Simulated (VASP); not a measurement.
# MgTe4 (P-43m) in VASP: a series of runs, part 2 of 2

VASP 6.6.1.

**4. Relaxation of cell and atoms, PBE**

This run uses another cell than the first one, of 38.11 Å³/atom, 1.179 times its volume.

INCAR reads:

```
PREC = Accurate
ENCUT = 600
EDIFF = 1E-6
ISMEAR = 0
SIGMA = 0.1
LREAL = F
LASPH = T
NELM = 80
ALGO = Normal
ISIF = 3
LWAVE = F
LCHARG = F
GGA = PE
IBRION = 2
NSW = 90
EDIFFG = -0.04
```

KPOINTS reads:

```
Automatic mesh
0
Gamma
  4 4 4
```

POSCAR reads:

```
MgTe4
1.0
    5.7543249000      0.0000000000      0.0000000000
    0.0000000000      5.7543249000      0.0000000000
    0.0000000000      0.0000000000      5.7543249000
Mg Te
1 4
Direct
    0.0000000000      0.0000000000      0.0000000000
    0.2437810800      0.7562189200      0.7562189200
    0.7562189200      0.2437810800      0.7562189200
    0.7562189200      0.7562189200      0.2437810800
    0.2437810800      0.2437810800      0.2437810800
```

Potentials or basis: VASP PAW PBE potentials, release 64 (Mg, Te).

Command:

```console
> cat potpaw_PBE.64/Mg/POTCAR potpaw_PBE.64/Te/POTCAR > POTCAR
> mpirun -np 1 vasp_std > vasp.out
```

OUTCAR:

```text
PREC = Accurate
   ENCUT = 600
   EDIFF = 1E-6
   ISMEAR = 0
   LREAL = F
   LASPH = T
   NELM = 80
   ISIF = 3
   GGA = PE
   IBRION = 2
   NSW = 90
   EDIFFG = -0.04

 ion  position               nearest neighbor table
   1  0.000  0.000  0.000-   2 2.43   3 2.43   4 2.43   5 2.43
   2  0.244  0.756  0.756-   1 2.43
   3  0.756  0.244  0.756-   1 2.43
   4  0.756  0.756  0.244-   1 2.43
   5  0.244  0.244  0.244-   1 2.43

  LATTYP: Found a simple cubic cell.
 ALAT       =     5.7543249000

  Lattice vectors:

 A1 = (   5.7543249000,   0.0000000000,   0.0000000000)
 A2 = (   0.0000000000,   5.7543249000,   0.0000000000)
 A3 = (   0.0000000000,   0.0000000000,   5.7543249000)

Analysis of symmetry for initial positions (statically):
=====================================================================
 Subroutine PRICEL returns:
 Original cell was already a primitive cell.

 Routine SETGRP: Setting up the symmetry group for a
 simple cubic supercell.

 Subroutine GETGRP returns: Found 24 space group operations
 (whereof 24 operations were pure point group operations)
 out of a pool of 48 trial point group operations.

The static configuration has the point symmetry T_d .

Analysis of symmetry for dynamics (positions and initial velocities):
=====================================================================
 Subroutine PRICEL returns:
 Original cell was already a primitive cell.

 Routine SETGRP: Setting up the symmetry group for a
 simple cubic supercell.

 Subroutine GETGRP returns: Found 24 space group operations
 (whereof 24 operations were pure point group operations)
 out of a pool of 48 trial point group operations.

The dynamic configuration has the point symmetry T_d .

 Subroutine INISYM returns: Found 24 space group operations
[... 108 lines left out ...]
     AMIX_MAG =   1.60;   BMIX_MAG =  1.00
  volume/ion in A,a.u.               =      38.11       257.16
  Fermi-wavevector in a.u.,A,eV,Ry     =   0.842827  1.592711  9.664989  0.710357
  Thomas-Fermi vector in A             =   1.957596
   LORBIT       =      0    0 simple, 1 ext, 2 COOP (PROOUT), +10 PAW based schemes
   GGA     = PE    functional components
   LHFCALC =     F    Hartree Fock is set to
   AEXX    =    0.0000 exact exchange contribution
   IVDW    =     0    specifies the selected vdW correction
   LEPSILON=     F    determine dielectric tensor
   LRPA    =     F    only Hartree local field effects (RPA)
 conjugate gradient relaxation of ions
 non-spin polarized calculation
 Gauss-broadening in eV      SIGMA  =   0.10
  energy-cutoff  :      600.00
  volume of cell :      190.54
 maximum number of plane-waves:      6403
 NGX is ok and might be reduce to    48
   NGX = 23   NGY = 23   NGZ = 23

--------------------------------------- Ionic step        1  -------------------------------------------

 number of electron      25.9999997 magnetization

 Free energy of the ion-electron system (eV)
  ---------------------------------------------------
  ext. energy  EPLUGINS =         0.00000000
  ---------------------------------------------------
  free energy    TOTEN  =       -10.15394294 eV

  energy without entropy =      -10.13520580  energy(sigma->0) =      -10.14457437

------------------------ aborting loop because EDIFF is reached ----------------------------------------

  FORCE on cell =-STRESS in cart. coord.  units (eV):
  Direction    XX          YY          ZZ          XY          YZ          ZX
  --------------------------------------------------------------------------------------
  -------------------------------------------------------------------------------------
  Total        4.1769203      4.1769203      4.1769203      0.0000000      0.0000000      0.0000000
  in kB       35.1223555     35.1223555     35.1223555      0.0000000      0.0000000      0.0000000
  external PRESSURE =      35.1223555 kB  Pullay stress =       0.0000000 kB
[... 221 lines left out ...]
--------------------------------------- Ionic step        7  -------------------------------------------

 number of electron      25.9999998 magnetization

 E-fermi :   4.9765     XC(G=0):  -9.0563

 val. band max:        4.9683504557   @ k =   0.5000   0.2500   0.2500
 cond. band min:       5.0006603869   @ k =   0.2500   0.2500   0.0000
 fundamental gap:      0.0323099312
 Fermi energy:         4.9764816588

 k-point     1 :       0.0000    0.0000    0.0000
  band No.  band energies     occupation
      1      -7.6697      2.00000
      2      -4.9667      2.00000
      3      -4.9667      2.00000
      4      -4.9667      2.00000
      5      -0.3462      2.00000
      6       1.2168      2.00000
[... 266 lines left out ...]
--------------------------------------- Ionic step        9  -------------------------------------------

 number of electron      26.0000001 magnetization

 Free energy of the ion-electron system (eV)
  ---------------------------------------------------
  ext. energy  EPLUGINS =         0.00000000
  ---------------------------------------------------
  free energy    TOTEN  =       -12.67084834 eV

  energy without entropy =      -12.63577812  energy(sigma->0) =      -12.65331323

 E-fermi :   4.6755     XC(G=0):  -8.9447

 val. band max:        4.6662865483   @ k =   0.5000   0.2500   0.2500
 cond. band min:       4.6763454109   @ k =   0.5000   0.5000   0.2500
 fundamental gap:      0.0100588627
 Fermi energy:         4.6754832451

 k-point     1 :       0.0000    0.0000    0.0000
  band No.  band energies     occupation
      1      -7.7704      2.00000
      2      -5.2342      2.00000
      3      -5.2342      2.00000
      4      -5.2342      2.00000
      5      -0.4703      2.00000
      6       1.0632      2.00000
[... 221 lines left out ...]
  FREE ENERGIE OF THE ION-ELECTRON SYSTEM (eV)
  ---------------------------------------------------
  free  energy   TOTEN  =       -12.6708483401 eV

  energy  without entropy=      -12.6357781250  energy(sigma->0) =      -12.65331323

 reached required accuracy - stopping structural energy minimisation
```

CONTCAR:

```text
MgTe4
   1.00000000000000
     5.4540108418690600   -0.0000000000000000   -0.0000000000000000
     0.0000000000000000    5.4540108418690592   -0.0000000000000001
     0.0000000000000001    0.0000000000000002    5.4540108418690600
  Mg              Te
     1     4
Direct
     0.0000000000000000    0.0000000000000000    0.0000000000000000
     0.2909069523183606    0.7090930476816394    0.7090930476816394
     0.7090930476816394    0.2909069523183607    0.7090930476816394
     0.7090930476816394    0.7090930476816394    0.2909069523183606
     0.2909069523183606    0.2909069523183607    0.2909069523183606

  0.00000000E+00  0.00000000E+00  0.00000000E+00
  0.00000000E+00  0.00000000E+00  0.00000000E+00
  0.00000000E+00  0.00000000E+00  0.00000000E+00
  0.00000000E+00  0.00000000E+00  0.00000000E+00
  0.00000000E+00  0.00000000E+00  0.00000000E+00
```

Wall time 5.3 min (1 thread of AMD EPYC 7R43 (Zen 3), shared host); peak memory 0.31 GiB.

What came out:

```yaml
Free_energy: -12.6708 eV
Relaxed_volume: 32.45 Å³/atom
Relaxed_cell: a = 5.454 Å, b = 5.454 Å, c = 5.454 Å, α = 90.00°, β = 90.00°, γ = 90.00°
Space_group_after_relaxing_to_0.05_Å: P-43m (No. 215)
Energy_gained_by_relaxing: 503.4 meV/atom
Ionic_steps: 9
Pressure_after_relaxing: 0.0 GPa
Largest_force_after_relaxing: 0.018 eV/Å
Band_gap_on_the_k_mesh: zero (band 13 reaches 5.11 eV, above the bottom of band 14 at 4.57 eV)
```

Forces on the atoms (eV/Å):
```
Mg   0.000  0.000  0.000
Te   0.010 -0.010 -0.010
Te  -0.010  0.010 -0.010
Te  -0.010 -0.010  0.010
Te   0.010  0.010  0.010
```

Step by step:
```tsv
step	energy change (eV)	largest force (eV/Å)	pressure (GPa)	volume (Å³)
1	0.0000	3.0213	3.51	190.54
2	-1.0523	0.7874	-2.44	214.52
3	-1.0545	0.7284	-2.59	215.59
4	-1.5149	0.8059	-2.55	199.30
5	-2.4469	0.4108	1.51	155.39
6	-2.5020	0.0912	1.05	158.21
7	-2.5024	0.0581	1.06	157.91
8	-2.5102	0.0618	-0.63	165.33
9	-2.5169	0.0181	0.02	162.24
```

Final structure:
```yaml
crystal:
  lattice:
    - [5.45401, 0.00000, 0.00000]
    - [0.00000, 5.45401, 0.00000]
    - [0.00000, 0.00000, 5.45401]
  atoms:
    - { symbol: Mg, position: [0.00000, 0.00000, 0.00000] }
    - { symbol: Te, position: [0.29091, 0.70909, 0.70909] }
    - { symbol: Te, position: [0.70909, 0.29091, 0.70909] }
    - { symbol: Te, position: [0.70909, 0.70909, 0.29091] }
    - { symbol: Te, position: [0.29091, 0.29091, 0.29091] }
```

Caveat: spin-orbit coupling is left out, which moves the levels of the heavy elements.

**5. Single point, PBE**

This run uses another cell than the first one, of 32.61 Å³/atom, 1.009 times its volume.

INCAR reads:

```
PREC = Accurate
ENCUT = 520
EDIFF = 1E-6
ISMEAR = 0
SIGMA = 0.1
LREAL = False
LASPH = True
NELM = 80
ALGO = Normal
ISIF = 2
LWAVE = False
LCHARG = False
GGA = PE
NBANDS = 21
```

KPOINTS reads:

```
Automatic mesh
0
Gamma
  8 8 8
```

POSCAR reads:

```
MgTe4
1.0
    5.4632044429      0.0000000000      0.0000000000
    0.0000000000      5.4632044429      0.0000000000
    0.0000000000      0.0000000000      5.4632044429
Mg Te
1 4
Direct
    0.0000000000      0.0000000000      0.0000000000
    0.2937356173      0.7062643827      0.7062643827
    0.7062643827      0.2937356173      0.7062643827
    0.7062643827      0.7062643827      0.2937356173
    0.2937356173      0.2937356173      0.2937356173
```

Command:

```console
> cat potpaw_PBE.64/Mg/POTCAR potpaw_PBE.64/Te/POTCAR > POTCAR
> mpirun -np 1 vasp_std > vasp.out
```

Wall time 92 s (1 thread of AMD EPYC 7R43 (Zen 3), shared host); peak memory 0.27 GiB.

Results (log left out):

- Free energy: -12.7191 eV
- Pressure: 0.0 GPa
- Largest force: 0.009 eV/Å
- Band gap on the k mesh: zero (band 13 reaches 5.14 eV, above the bottom of band 14 at 4.61 eV)

Forces in eV/Å, atoms in the order of the input:
```
Mg   0.000  0.000  0.000
Te   0.005 -0.005 -0.005
Te  -0.005  0.005 -0.005
Te  -0.005 -0.005  0.005
Te   0.005  0.005  0.005
```

Levels at points of the mesh, in eV from the Fermi level:
| k point | band 10 | band 11 | band 12 | band 13 | band 14 | band 15 | band 16 | band 17 |
| --- | --- | --- | --- | --- | --- | --- | --- | --- |
| (0.00, 0.00, 0.00) | -1.95 | -0.33 | -0.33 | -0.33 | 1.06 | 1.06 | 1.06 | 2.52 |
| (0.50, 0.00, 0.00) | -1.73 | -1.68 | -1.62 | 0.05 | 0.05 | 0.54 | 0.54 | 4.37 |
| (0.50, 0.50, 0.00) | -1.51 | -1.51 | -0.98 | -0.27 | 0.56 | 0.56 | 1.27 | 4.16 |
| (0.50, 0.50, 0.50) | -0.05 | 0.37 | 0.37 | 0.37 | 1.06 | 1.06 | 1.06 | 2.67 |

Caveat: spin-orbit coupling is left out, which moves the levels of the heavy elements.

**6. Relaxation of cell and atoms, PBE**

INCAR reads:

```
PREC     = Accurate       # precision mode
ENCUT    = 600            # plane-wave cutoff, eV
EDIFF    = 1E-6           # SCF threshold, eV
ISMEAR   = 0              # smearing method
SIGMA    = 0.1            # smearing width, eV
LREAL    = False          # projectors in reciprocal space
LASPH    = True           # aspherical terms in the spheres
NELM     = 100            # most SCF steps
ALGO     = Normal         # electronic algorithm
ISIF     = 3              # what is computed and relaxed
LWAVE    = False          # write WAVECAR
LCHARG   = False          # write CHGCAR
GGA      = PE             # functional
IBRION   = 2              # ionic algorithm
NSW      = 100            # ionic steps
EDIFFG   = -0.01          # ionic threshold
```

KPOINTS reads:

```
regular mesh
0
Gamma
  8 8 8
```

POSCAR reads:

```
MgTe4
1.0
    5.4463636196      0.0000000000      0.0000000000
    0.0000000000      5.4463636196      0.0000000000
    0.0000000000      0.0000000000      5.4463636196
Mg Te
1 4
Direct
    0.0000000000      0.0000000000      0.0000000000
    0.2898567931      0.7101432069      0.7101432069
    0.7101432069      0.2898567931      0.7101432069
    0.7101432069      0.7101432069      0.2898567931
    0.2898567931      0.2898567931      0.2898567931
```

Potentials or basis: VASP PAW PBE potentials, release 64 (Mg, Te).

Command:

```console
> cat potpaw_PBE.64/Mg/POTCAR potpaw_PBE.64/Te/POTCAR > POTCAR
> mpirun -np 1 vasp_std > vasp.out
```

OUTCAR:

```text
PREC = Accurate
   ENCUT = 600
   EDIFF = 1E-6
   ISMEAR = 0
   LREAL = False
   LASPH = True
   NELM = 100
   ISIF = 3
   GGA = PE
   IBRION = 2
   NSW = 100
   EDIFFG = -0.01

 ion  position               nearest neighbor table
   1  0.000  0.000  0.000-   2 2.73   3 2.73   4 2.73   5 2.73
   2  0.290  0.710  0.710-   1 2.73   3 3.24   4 3.24   5 3.24
   3  0.710  0.290  0.710-   1 2.73   2 3.24   4 3.24   5 3.24
   4  0.710  0.710  0.290-   1 2.73   2 3.24   3 3.24   5 3.24
   5  0.290  0.290  0.290-   1 2.73   2 3.24   3 3.24   4 3.24

  LATTYP: Found a simple cubic cell.
 ALAT       =     5.4463636196

  Lattice vectors:

 A1 = (   5.4463636196,   0.0000000000,   0.0000000000)
 A2 = (   0.0000000000,   5.4463636196,   0.0000000000)
 A3 = (   0.0000000000,   0.0000000000,   5.4463636196)

Analysis of symmetry for initial positions (statically):
=====================================================================
 Subroutine PRICEL returns:
 Original cell was already a primitive cell.

 Routine SETGRP: Setting up the symmetry group for a
 simple cubic supercell.

[... 176 lines left out ...]
------------------------ aborting loop because EDIFF is reached ----------------------------------------

  FORCE on cell =-STRESS in cart. coord.  units (eV):
  Direction    XX          YY          ZZ          XY          YZ          ZX
  --------------------------------------------------------------------------------------
  -------------------------------------------------------------------------------------
  Total        0.1041730      0.1041730      0.1041730      0.0000000      0.0000000      0.0000000
  in kB        1.0331080      1.0331080      1.0331080      0.0000000      0.0000000      0.0000000
  external PRESSURE =       1.0331080 kB  Pullay stress =       0.0000000 kB
[... 104 lines left out ...]
--------------------------------------- Ionic step        4  -------------------------------------------

 number of electron      26.0000000 magnetization

 Free energy of the ion-electron system (eV)
  ---------------------------------------------------
  ext. energy  EPLUGINS =         0.00000000
  ---------------------------------------------------
  free energy    TOTEN  =       -12.71917161 eV

  energy without entropy =      -12.69076354  energy(sigma->0) =      -12.70496757

 E-fermi :   4.7552     XC(G=0):  -8.9220

 val. band max:        4.7474089804   @ k =   0.2500   0.2500   0.0000
 cond. band min:       4.7601191667   @ k =   0.3750   0.3750   0.0000
 fundamental gap:      0.0127101863
 Fermi energy:         4.7552405374

 k-point     1 :       0.0000    0.0000    0.0000
  band No.  band energies     occupation
      1      -7.8712      2.00000
      2      -5.2468      2.00000
      3      -5.2468      2.00000
      4      -5.2468      2.00000
      5      -0.5813      2.00000
      6       1.0620      2.00000
[... 457 lines left out ...]
      4      -5.4393      2.00000
      5       0.1824      2.00000
      6       0.9700      2.00000
[... 9 lines left out ...]
     16       5.8651      0.00000
     17       9.0247      0.00000

 [... further k-points ...]
[... 5 lines left out ...]
  --------------------------------------------------------------------------------------
  -------------------------------------------------------------------------------------
  Total       -0.0139232     -0.0139232     -0.0139232     -0.0000000     -0.0000000      0.0000000
  in kB       -0.1369214     -0.1369214     -0.1369214     -0.0000000     -0.0000000      0.0000000
  external PRESSURE =      -0.1369214 kB  Pullay stress =       0.0000000 kB
[... 20 lines left out ...]
  FREE ENERGIE OF THE ION-ELECTRON SYSTEM (eV)
  ---------------------------------------------------
  free  energy   TOTEN  =       -12.7191716065 eV

  energy  without entropy=      -12.6907635383  energy(sigma->0) =      -12.70496757

 reached required accuracy - stopping structural energy minimisation
```

It took 4.3 min on 1 thread of AMD EPYC 7R43 (Zen 3), shared host; peak memory 0.37 GiB.

What came out:

```
Free energy                            : -12.7192 eV
Relaxed volume                         : 32.58 Å³/atom
Relaxed cell                           : a = 5.462 Å, b = 5.462 Å, c = 5.462 Å, α = 90.00°, β = 90.00°, γ = 90.00°
Space group after relaxing (to 0.05 Å) : P-43m (No. 215)
Energy gained by relaxing              : 4.3 meV/atom
Ionic steps                            : 4
Pressure after relaxing                : 0.0 GPa
Band gap on the k mesh                 : zero (band 13 reaches 5.15 eV, above the bottom of band 14 at 4.62 eV)
```

Step by step:
```tsv
step	energy change (eV)	largest force (eV/Å)	pressure (GPa)	volume (Å³)
1	0.0000	0.2760	0.10	161.55
2	-0.0125	0.1833	0.04	162.04
3	-0.0216	0.0117	-0.01	162.98
4	-0.0216	0.0019	-0.01	162.92
```

Final structure:
```
Mg Te
1.0
     5.46168    0.00000    0.00000
     0.00000    5.46168    0.00000
     0.00000    0.00000    5.46168
Mg Te
1 4
Cartesian
  0.0000 0.0000 0.0000
  1.6047 3.8570 3.8570
  3.8570 1.6047 3.8570
  3.8570 3.8570 1.6047
  1.6047 1.6047 1.6047
```

Caveat: spin-orbit coupling is left out, which moves the levels of the heavy elements.

**7. The runs side by side**

| task | cell | k mesh | cutoff (eV) | gap on the mesh (eV) | pressure (GPa) | relaxed volume (Å³/atom) | largest force (eV/Å) |
| --- | --- | --- | --- | --- | --- | --- | --- |
| single point | a = 5.446 Å, 5 atoms | 4 × 4 × 4 | 520 | none | 0.1 | - | 0.05 |
| single point | a = 5.754 Å, 5 atoms | 4 × 4 × 4 | 520 | none | 3.5 | - | 3.02 |
| relaxation of cell and atoms | relaxed from a = 5.754 Å, 5 atoms | 4 × 4 × 4 | 600 | none | 0.0 | 32.45 | 0.02 |
| single point | a = 5.463 Å, 5 atoms | 8 × 8 × 8 | 520 | none | 0.0 | - | 0.01 |
| relaxation of cell and atoms | relaxed from a = 5.446 Å, 5 atoms | 8 × 8 × 8 | 600 | none | 0.0 | 32.58 | - |

Alike in all rows: level PBE; potentials or basis VASP PAW PBE potentials, release 64 (Mg, Te); no spin polarisation; smearing gaussian 0.1 eV.

Caveats: spin-orbit coupling is left out, which moves the levels of the heavy elements; forces of over 1 eV/Å act on the atoms, so gaps and moduli don't describe the material at rest (some runs).

Total energies depend on the potentials used, so only differences within one code and one set of settings carry meaning.
